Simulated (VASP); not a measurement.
The system is Cd4Se3.

```
Cd Se
1.0
     5.77222    0.00000    0.00000
     0.00000    5.77222    0.00000
     0.00000    0.00000    5.77222
Cd Se
4 3
Direct
  0.72069 0.72069 0.72069
  0.27931 0.27931 0.72069
  0.27931 0.72069 0.27931
  0.72069 0.27931 0.27931
  0.00000 0.00000 0.50000
  0.50000 0.00000 0.00000
  0.00000 0.50000 0.00000
```

The cell was generated, and may not be a known phase.

| Item | Value |
| --- | --- |
| Program | VASP 6.6.1 |
| Task | relaxation of cell and atoms |
| Functional | PBE |
| Potentials or basis | VASP PAW PBE potentials, release 64 (Cd, Se) |
| Cutoff | 600 eV |
| k mesh | 3 × 3 × 3 |
| Occupations | gaussian, width 0.2 eV |
| Spin | no spin polarisation |

At the start: pressure 3.3 GPa; volume 27.47 Å³/atom.

Question: Where does the relaxation end?

Answer: Over 6 steps the energy falls by 27.2 meV/atom and the volume is 28.25 Å³/atom (+2.8 %); space group P-43m (No. 215, to 0.1 Å) before and after.

The path:
| step | energy change (eV) | largest force (eV/Å) | pressure (GPa) | volume (Å³) |
| --- | --- | --- | --- | --- |
| 1 | 0.0000 | 0.6218 | 3.28 | 192.32 |
| 2 | -0.1389 | 0.0534 | -0.96 | 208.41 |
| 3 | -0.1490 | 0.1635 | -0.19 | 204.84 |
| 4 | -0.1550 | 0.1547 | -0.18 | 204.12 |
| 5 | -0.1706 | 0.1256 | -0.14 | 201.98 |
| 6 | -0.1905 | 0.0547 | -0.03 | 197.73 |

Final structure:
```yaml
crystal:
  lattice:
    - [5.82579, 0.00000, 0.00000]
    - [0.00000, 5.82579, 0.00000]
    - [0.00000, 0.00000, 5.82579]
  atoms:
    - { symbol: Cd, position: [0.71045, 0.71045, 0.71045] }
    - { symbol: Cd, position: [0.28955, 0.28955, 0.71045] }
    - { symbol: Cd, position: [0.28955, 0.71045, 0.28955] }
    - { symbol: Cd, position: [0.71045, 0.28955, 0.28955] }
    - { symbol: Se, position: [0.00000, 0.00000, 0.50000] }
    - { symbol: Se, position: [0.50000, 0.00000, 0.00000] }
    - { symbol: Se, position: [0.00000, 0.50000, 0.00000] }
```

Caveat: the relaxation stopped at a loose force limit of 0.08 eV/Å, so its end isn't a converged minimum.
